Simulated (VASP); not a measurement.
TaN, 2 atoms in the cell. It takes space group P-6m2 (No. 187, hexagonal). Conventional cell: a = 2.940 Å, b = 2.940 Å, c = 2.890 Å, α = 90.00°, β = 90.00°, γ = 120.00°. Within 2.9 Å of Ta (site symmetry -6m2) lie 6 N at 2.23 Å and 2 Ta at 2.89 Å. N (site symmetry -6m2) has 6 Ta at 2.23 Å and 2 N at 2.89 Å within 2.9 Å. 

```yaml
Program: VASP 6.6.1
Task: single point
Functional: PBE
Potentials_or_basis: VASP PAW PBE potentials, release 64 (Ta_pv, N)
Cutoff: 520 eV
k_mesh: 13 × 13 × 11
Occupations: fermi-dirac, width 0.05 eV
Spin: non-collinear spin, zero start, spin-orbit coupling
Starting_moments: "[[0.0, 0.0, 0.0], [0.0, 0.0, 0.0]] μB"
Dipole_correction: no
Further_INCAR_settings: ALGO = Normal; EDIFF = 1e-07; NBANDS = 28
```

Potentials or basis: VASP PAW PBE potentials, release 64 (Ta_pv, N).

Run with:

```bash
$ cat potpaw_PBE.64/Ta_pv/POTCAR potpaw_PBE.64/N/POTCAR > POTCAR
$ mpirun -np 1 vasp_ncl > vasp.out
```

Hardware: 1 thread of Intel Xeon 6975P-C, on a shared host.

Task: Estimate the wall time of this run.

Result: Wall time 2.8 min on 1 thread of Intel Xeon 6975P-C (shared host), peak memory 0.34 GiB. Counts: scf iterations 13, k points 210.
